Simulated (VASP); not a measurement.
Input of a VASP 6.6.1 run:

Contents of INCAR:

```
SYSTEM = ZnAu
PREC     = Accurate       ! precision mode
ENCUT    = 520            ! plane-wave cutoff, eV
EDIFF    = 1E-8           ! SCF threshold, eV
ISMEAR   = -1             ! smearing method
SIGMA    = 0.05           ! smearing width, eV
LREAL    = .False.        ! projectors in reciprocal space
LASPH    = .True.         ! aspherical terms in the spheres
NELM     = 80             ! most SCF steps
ALGO     = Normal         ! electronic algorithm
ISIF     = 2              ! what is computed and relaxed
LWAVE    = .False.        ! write WAVECAR
LCHARG   = .False.        ! write CHGCAR
GGA      = PS             ! functional
LEFG     = .True.       
NBANDS   = 18             ! bands
```

The input KPOINTS:

```
regular mesh
0
Gamma
  13 13 13
  0 0 0
```

Contents of POSCAR:

```
ZnAu
1.0
    3.1574552263      0.0000000000      0.0000000000
    0.0000000000      3.1574552263      0.0000000000
    0.0000000000      0.0000000000      3.1574552263
Zn Au
1 1
Direct
    0.5000000000      0.5000000000      0.5000000000
    0.0000000000      0.0000000000      0.0000000000
```

Potentials or basis: VASP PAW PBE potentials, release 64 (Zn, Au).

Launch:

```bash
$ cat potpaw_PBE.64/Zn/POTCAR potpaw_PBE.64/Au/POTCAR > POTCAR
$ mpirun -np 1 vasp_std > vasp.out
```

Problem. What does it give for the pressure?

Solution. -3.5 GPa.

Caveat: without QUAD_EFG the Cq values of the log hold for a quadrupole moment of 1 mb, not for the nuclei; the PAW data sets were made with another functional, which shifts forces and pressure a little.
